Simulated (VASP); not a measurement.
# Pt (P6_3/mmc) in VASP: elastic constants with PBEsol

Aim: the elastic constants of Pt with PBEsol.

Everything below comes from runs of VASP 6.6.1. Logs are shortened: lines on timing, memory, paths and dates and some standing lists are left out, and cuts for length are marked.

## (1) The cell of the first run

The structure is hexagonal, space group P6_3/mmc (No. 194). The conventional cell has a = 2.730 Å, b = 2.730 Å, c = 4.651 Å, α = 90.00°, β = 90.00°, γ = 120.00°. Pt (site symmetry -6m2) has 12 Pt at 2.73 to 2.81 Å within 3.6 Å.

This isn't the form of Pt at room conditions, which is fcc.

## (2) Elastic constants, PBEsol

Input file INCAR:

```
ALGO     = Normal         # electronic algorithm
EDIFF    = 1E-8           # SCF threshold, eV
ENCUT    = 600            # plane-wave cutoff, eV
GGA      = PS             # functional
IBRION   = 6              # ionic algorithm
ISIF     = 3              # what is computed and relaxed
ISMEAR   = -1             # smearing method
LASPH    = T              # aspherical terms in the spheres
LCHARG   = F              # write CHGCAR
LREAL    = F              # projectors in reciprocal space
LWAVE    = F              # write WAVECAR
NELM     = 100            # most SCF steps
NFREE    = 2            
NSW      = 1              # ionic steps
POTIM    = 0.015          # step
PREC     = Accurate       # precision mode
SIGMA    = 0.15           # smearing width, eV
```

Input file KPOINTS:

```
k-points
0
Gamma
  18 18 10
```

Input file POSCAR:

```
Pt
1.0
    2.7300278365      0.0000000000      0.0000000000
   -1.3650139182      2.3642734595      0.0000000000
    0.0000000000      0.0000000000      4.6513653384
Pt
2
Direct
    0.6666666667      0.3333333333      0.7500000000
    0.3333333333      0.6666666667      0.2500000000
```

Potentials or basis: VASP PAW PBE potentials, release 64 (Pt).

The run is started by

```console
cat potpaw_PBE.64/Pt/POTCAR > POTCAR
mpirun -np 1 vasp_std > vasp.out
```

OUTCAR:

```text
EDIFF = 1E-8
   ENCUT = 600
   GGA = PS
   IBRION = 6
   ISIF = 3
   ISMEAR = -1
   LASPH = T
   LREAL = F
   NELM = 100
   NFREE = 2
   NSW = 1
   POTIM = 0.015
   PREC = Accurate

 ion  position               nearest neighbor table
   1  0.667  0.333  0.750-   2 2.81   2 2.81   2 2.81   2 2.81   2 2.81   2 2.81
   2  0.333  0.667  0.250-   1 2.81   1 2.81   1 2.81   1 2.81   1 2.81   1 2.81

  LATTYP: Found a hexagonal cell.
 ALAT       =     2.7300278365
 C/A-ratio  =     1.7037794546

  Lattice vectors:

 A1 = (   2.7300278365,   0.0000000000,   0.0000000000)
 A2 = (  -1.3650139182,   2.3642734595,   0.0000000000)
 A3 = (   0.0000000000,   0.0000000000,   4.6513653384)

Analysis of symmetry for initial positions (statically):
=====================================================================
 Subroutine PRICEL returns:
 Original cell was already a primitive cell.

 Routine SETGRP: Setting up the symmetry group for a
 hexagonal supercell.

 Subroutine GETGRP returns: Found 24 space group operations
 (whereof 12 operations were pure point group operations)
 out of a pool of 24 trial point group operations.

The static configuration has the point symmetry D_3d.
 The point group associated with its full space group is D_6h.

Analysis of symmetry for dynamics (positions and initial velocities):
=====================================================================
 Subroutine PRICEL returns:
 Original cell was already a primitive cell.

 Routine SETGRP: Setting up the symmetry group for a
 hexagonal supercell.

 Subroutine GETGRP returns: Found 24 space group operations
 (whereof 12 operations were pure point group operations)
 out of a pool of 24 trial point group operations.

[... 760 lines left out ...]

  FORCE on cell =-STRESS in cart. coord.  units (eV):
  Direction    XX          YY          ZZ          XY          YZ          ZX
  --------------------------------------------------------------------------------------
  -------------------------------------------------------------------------------------
  Total        0.5210285      0.5210285      0.5014586      0.0000000      0.0000000     -0.0000000
  in kB       27.8052503     27.8052503     26.7608847      0.0000000      0.0000000     -0.0000000
  external PRESSURE =      27.4571284 kB  Pullay stress =       0.0000000 kB
[... 17 lines left out ...]
  FREE ENERGIE OF THE ION-ELECTRON SYSTEM (eV)
  ---------------------------------------------------
  free  energy   TOTEN  =       -13.9223157343 eV

  energy  without entropy=      -13.6921291150  energy(sigma->0) =      -13.80722242

 INTERNAL STRAIN TENSORS FROM STRAINED CELLS
 ============================================

 INTERNAL STRAIN TENSOR FOR ION    1 for displacements in x,y,z  (eV/Angst):
          X           Y           Z          XY          YZ          ZX
  --------------------------------------------------------------------------------
  x     0.00000    -0.00000     0.00000     1.06489    -0.00000     0.00000
  y     1.06806    -1.08783     0.00000     0.00000    -0.00005     0.00009
  z     0.00000     0.00000    -0.00000     0.00000    -0.00598    -0.00000

 INTERNAL STRAIN TENSORS FROM DISPLACED ATOMS
 ============================================

 INTERNAL STRAIN TENSOR FOR ION    1 for displacements in x,y,z  (eV/Angst):
          X           Y           Z          XY          YZ          ZX
  --------------------------------------------------------------------------------
  x     0.00000    -0.00000    -0.00000     1.07919     0.00000     0.00000
  y     1.07919    -1.07919    -0.00000    -0.00000     0.00000     0.00000
  z     0.00000     0.00000    -0.00000    -0.00000     0.00000    -0.00000

 INTERNAL STRAIN TENSOR FOR ION    2 for displacements in x,y,z  (eV/Angst):
          X           Y           Z          XY          YZ          ZX
  --------------------------------------------------------------------------------
  x    -0.00000     0.00000     0.00000    -1.07919     0.00000     0.00000
  y    -1.07919     1.07919     0.00000     0.00000     0.00000     0.00000
  z    -0.00000    -0.00000     0.00000     0.00000     0.00000     0.00000

 Eigenvectors and eigenvalues of the dynamical matrix
 ----------------------------------------------------

   1 f  =    5.567998 THz    34.984764 2PiTHz  185.728425 cm-1    23.027380 meV
             X         Y         Z           dx          dy          dz
      1.365014  0.788091  3.488524     0.000000    0.000000    0.707107
     -0.000000  1.576182  1.162841     0.000000   -0.000000   -0.707107
[... 11 lines left out ...]
   4 f  =    0.000000 THz     0.000000 2PiTHz    0.000001 cm-1     0.000000 meV
             X         Y         Z           dx          dy          dz
      1.365014  0.788091  3.488524    -0.620725    0.337535   -0.027766
     -0.000000  1.576182  1.162841    -0.620725    0.337535   -0.027766

   5 f/i=    0.000000 THz     0.000000 2PiTHz    0.000000 cm-1     0.000000 meV
             X         Y         Z           dx          dy          dz
      1.365014  0.788091  3.488524    -0.338665   -0.618167    0.056349
     -0.000000  1.576182  1.162841    -0.338665   -0.618167    0.056349

   6 f/i=    0.000000 THz     0.000000 2PiTHz    0.000002 cm-1     0.000000 meV
             X         Y         Z           dx          dy          dz
      1.365014  0.788091  3.488524     0.002625    0.062764    0.704311
     -0.000000  1.576182  1.162841     0.002625    0.062764    0.704311

--------------------------------------------------------------------------------------------------------

 ELASTIC MODULI CONTR FROM IONIC RELAXATION (kBar)
 Direction    XX          YY          ZZ          XY          YZ          ZX
 --------------------------------------------------------------------------------
 XX        -111.6833    111.6833      0.0000     -0.0000      0.0000     -0.0000
 YY         111.6833   -111.6833     -0.0000     -0.0000      0.0000      0.0000
 ZZ           0.0000     -0.0000     -0.0000      0.0000      0.0000     -0.0000
 XY          -0.0000     -0.0000      0.0000   -111.6833      0.0000     -0.0000
 YZ           0.0000      0.0000      0.0000      0.0000      0.0000      0.0000
 ZX          -0.0000      0.0000     -0.0000     -0.0000      0.0000     -0.0000
 --------------------------------------------------------------------------------

 TOTAL ELASTIC MODULI (kBar)
 Direction    XX          YY          ZZ          XY          YZ          ZX
 --------------------------------------------------------------------------------
 XX        4520.3974   2329.1529   2151.2950      0.0000     -0.0000     -0.0000
 YY        2329.1529   4520.3974   2151.2950      0.0000      0.0000      0.0000
 ZZ        2151.2950   2151.2950   4092.0412      0.0000      0.0000     -0.0000
 XY           0.0000      0.0000      0.0000   1095.6222     -0.0000      0.0000
 YZ           0.0000     -0.0000      0.0000     -0.0000    346.8131      0.0000
 ZX          -0.0000      0.0000     -0.0000     -0.0000      0.0000    346.8140
 --------------------------------------------------------------------------------
```

OSZICAR:

```text
N       E                     dE             d eps       ncg     rms          rms(c)
DAV:   1     0.114831541900E+03    0.11483E+03   -0.11659E+04  6216   0.155E+03
DAV:   2    -0.126305576575E+02   -0.12746E+03   -0.12183E+03  6954   0.297E+02
DAV:   3    -0.148018923631E+02   -0.21713E+01   -0.21377E+01  7440   0.398E+01
[... 184 lines left out ...]
DAV:   4    -0.139223392521E+02    0.15883E-03   -0.76202E-04  9822   0.177E-01    0.205E-02
DAV:   5    -0.139223180181E+02    0.21234E-04   -0.72017E-05  9846   0.575E-02    0.753E-03
DAV:   6    -0.139223157853E+02    0.22329E-05   -0.16725E-05 11268   0.256E-02    0.132E-03
DAV:   7    -0.139223157360E+02    0.49205E-07   -0.82202E-07 10308   0.615E-03    0.420E-04
DAV:   8    -0.139223157343E+02    0.17112E-08   -0.24935E-08  9734   0.106E-03
  17 F= -.13922316E+02 E0= -.13807222E+02  d E =-.230187E+00
```

stdout:

```text
POSCAR found type information on POSCAR Pt
 POSCAR found :  1 types and       2 ions
 scaLAPACK will be used
 -----------------------------------------------------------------------------
|                                                                             |
|                                                                             |
|     You enforced a specific xc type in the INCAR file but a different       |
|     I HOPE YOU KNOW WHAT YOU ARE DOING!                                     |
[... 32 lines left out ...]
 Finite differences progress:
 bond charge predicted
 Finite differences progress:
 bond charge predicted
 Finite differences progress:
 bond charge predicted
 Finite differences progress:
 bond charge predicted
 Finite differences progress:
 bond charge predicted
 Finite differences progress:
 bond charge predicted
 Finite differences progress:
```

Wall time 66 min (1 thread of Oxide Virtual Turin-like, shared host); peak memory 0.83 GiB.

Results:

```yaml
Voigt_bulk_modulus: 293 GPa
Highest_phonon_frequency_at_Γ: 186 cm⁻¹
```

Phonon frequencies in cm⁻¹ (negative: imaginary):
| q point | frequencies |
| --- | --- |
| (0.000, 0.000, 0.000) | 0 0 0 39 39 186 |

Elastic tensor in Voigt notation (GPa, in the Cartesian axes of the cell as first typed):
```
452 233 215   0   0   0
233 452 215   0   0   0
215 215 409   0   0   0
  0   0   0  35   0   0
  0   0   0   0  35   0
  0   0   0   0   0 110
```

Clamped-ion elastic tensor (GPa):
```
463 222 215   0   0   0
222 463 215   0   0   0
215 215 409   0   0   0
  0   0   0  35   0   0
  0   0   0   0  35   0
  0   0   0   0   0 121
```

Caveat: the cell is under stress, which shifts elastic constants; the PAW data sets were made with another functional, which shifts forces and pressure a little; spin-orbit coupling is left out, which moves the levels of the heavy elements.
